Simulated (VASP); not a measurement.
A run of VASP 6.6.1 is set up as follows.

The input POSCAR:

```
Sb2Mo
1.0
    3.7161767096      0.0000000000      0.0000000000
   -1.8580883548      3.2183034355      0.0000000000
    0.0000000000      0.0000000000      6.1443681699
Mo Sb
1 2
Direct
    0.0000000000      0.0000000000      0.0000000000
    0.3333333333      0.6666666667      0.2689865324
    0.3333333333      0.6666666667      0.7310134676
```

File INCAR.step1:

```
SYSTEM = Sb2Mo
PREC = Accurate
ENCUT = 520
ISMEAR = -1
SIGMA = 0.05
LREAL = .FALSE.
LASPH = .TRUE.
NELM = 100
NBANDS = 19
GGA = PE
ALGO = Normal
EDIFF = 1E-4
LWAVE = .TRUE.
LCHARG = .FALSE.
```

The input INCAR.step2:

```
SYSTEM = Sb2Mo
PREC = Accurate
ENCUT = 520
EDIFF = 1E-8
ISMEAR = -1
SIGMA = 0.05
LREAL = .FALSE.
LASPH = .TRUE.
NELM = 100
ALGO = Normal
ISIF = 2
LWAVE = .FALSE.
LCHARG = .FALSE.
METAGGA = R2SCAN
LMIXTAU = .TRUE.
LEFG = .TRUE.
NBANDS = 19
ISTART = 1
```

File KPOINTS:

```
regular mesh
0
G
  13 13 6
  0 0 0
```

Potentials or basis: VASP PAW PBE potentials, release 64 (Mo_sv, Sb).

Run with:

```bash
$ cat potpaw_PBE.64/Mo_sv/POTCAR potpaw_PBE.64/Sb/POTCAR > POTCAR
$ cp INCAR.step1 INCAR
$ mpirun -np 1 vasp_std > vasp.out
$ cp INCAR.step2 INCAR
$ mpirun -np 1 vasp_std > vasp.out
```

Problem. Estimate the largest force.

Solution. 0.036 eV/Å.

Problem. What does it give for the band gap on the k mesh?

Solution. 0.07 eV (least direct gap 0.12 eV).

Problem. Predict the pressure.

Solution. 0.1 GPa.

Stress tensor (GPa, compression positive):
```
0.00 0.00 0.00
0.00 0.00 0.00
0.00 0.00 0.23
```

Caveat: semilocal functionals underestimate gaps, and a narrow one can read as zero; without QUAD_EFG the Cq values of the log hold for a quadrupole moment of 1 mb, not for the nuclei; the PAW data sets were made with another functional, which shifts forces and pressure a little; spin-orbit coupling is left out, which moves the levels of the heavy elements. A k mesh can miss the band edges.
